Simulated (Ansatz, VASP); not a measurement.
## One calculation of CuI, two programs

Contents of INCAR:

```
PREC = Accurate
ENCUT = 520
EDIFF = 1E-6
ISMEAR = 0
SIGMA = 0.02
LREAL = False
LASPH = True
NELM = 80
ALGO = Normal
ISIF = 2
LWAVE = False
LCHARG = False
GGA = PS
IBRION = 2
NSW = 60
EDIFFG = -0.008
```

KPOINTS

```
regular mesh
0
Gamma
  8 8 4
```

File POSCAR:

```
CuI
1.0
    3.7618628622      0.0000000000      0.0000000000
    0.0000000000      3.7618628622      0.0000000000
    0.0000000000      0.0000000000      6.0916898528
Cu I
2 2
Direct
    0.5000000000      0.5000000000      0.0000000000
    0.0000000000      0.0000000000      0.0000000000
    0.5000000000      0.0000000000      0.2823480172
    0.0000000000      0.5000000000      0.7176519828
```

Input for Ansatz:

```yaml
crystal:
  lattice:
    - [3.7618628622, 0.0, 0.0]
    - [0.0, 3.7618628622, 0.0]
    - [0.0, 0.0, 6.0916898528]
  atoms:
    - { symbol: Cu, position: [0.5, 0.5, 0.0] }
    - { symbol: Cu, position: [0.0, 0.0, 0.0] }
    - { symbol: I, position: [0.5, 0.0, 0.2823480172] }
    - { symbol: I, position: [0.0, 0.5, 0.7176519828] }
basis:
  ecutwfc: 420
kpoints:
  mp_grid: { grid: [8, 8, 4] }
hamiltonian:
  xc: pbesol
scf:
  occupations: { method: gaussian, width: 0.02 }
output:
  forces: true
  stress: true
  eigenvalues: true
relax:
  adjacent_minimum: "off"
  f_tol: 0.008
  max_steps: 40
```

Change from the starting cell: equal strain along all axes, cell held, atoms relaxed: -6.0 %.

Alike in both runs: task relaxation of the atoms; functional PBEsol; k mesh 8 × 8 × 4; occupations gaussian, width 0.02 eV; no spin polarisation.

|  | VASP | Ansatz |
| --- | --- | --- |
| version | VASP 6.6.1 | Ansatz 0.2.0 |
| potentials or method | VASP PAW PBE potentials, release 64 (Cu, I), cutoff 520 eV | scalar-relativistic, plane waves, PAW |
| valence electrons in the cell | 36 | 72 |

|  | VASP | Ansatz | Ansatz less VASP |
| --- | --- | --- | --- |
| gap on the k mesh at the Fermi level, each at its own relaxed structure (eV) | 1.46 | 1.46 | -0.006 |

VASP's potentials were made for PBE, not for PBEsol. VASP's potentials hold 36 valence electrons a cell and Ansatz's 72, so a difference there can come from the potentials and not from the codes. Ansatz's warnings: stress scf threshold loose.

Spin-orbit coupling is off throughout.
